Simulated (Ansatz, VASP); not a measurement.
**Te2Mo, level by level in two programs**

```
Te Mo
1.0
     6.41330    0.00000    0.00000
     0.00000    3.51465    0.00000
    -0.95925    0.00000   14.00959
Te Mo
8 4
Direct
  0.94370 0.75000 0.60450
  0.05630 0.25000 0.39550
  0.90300 0.25000 0.85140
  0.09700 0.75000 0.14860
  0.41120 0.75000 0.89550
  0.58880 0.25000 0.10450
  0.44320 0.25000 0.64840
  0.55680 0.75000 0.35160
  0.81670 0.75000 0.99260
  0.18330 0.25000 0.00740
  0.68190 0.25000 0.49340
  0.31810 0.75000 0.50660
```

Single points on this cell with VASP 6.6.1 and Ansatz 0.2.0. Each row is one pair of runs. Alike in all rows: spin: off; k mesh: 4 × 8 × 2; smearing: fermi-dirac, width 0.05 eV; VASP's potentials, cutoff: VASP PAW PBE potentials, release 64 (Te, Mo_sv), 520 eV; Ansatz's potentials, cutoff: Ansatz PAW, 420 eV.

```tsv
level	gap on the k mesh at the Fermi level (eV), VASP	gap on the k mesh at the Fermi level (eV), Ansatz	pressure (GPa), VASP	pressure (GPa), Ansatz	rms of the force components (eV/Å), VASP	rms of the force components (eV/Å), Ansatz
BLYP	none	none	4.7	4.4	0.072	0.077
RPBE+D3(BJ)	none	none	-19.9	-19.8	0.607	0.609
PBE	?	none	?	-1.2	?	0.190
PBE+D3(BJ)	none	none	-4.3	-4.3	0.185	0.190
```

Fill in what VASP gave in row 3.

gap on the k mesh at the Fermi level (eV): none; pressure (GPa): -1.2; rms of the force components (eV/Å): 0.185.

VASP's potentials hold 104 valence electrons a cell and Ansatz's 184, so a difference there can come from the potentials and not from the codes.

A gap of «none» marks a metal or a gap that the smearing closes.

Spin-orbit coupling is off throughout.
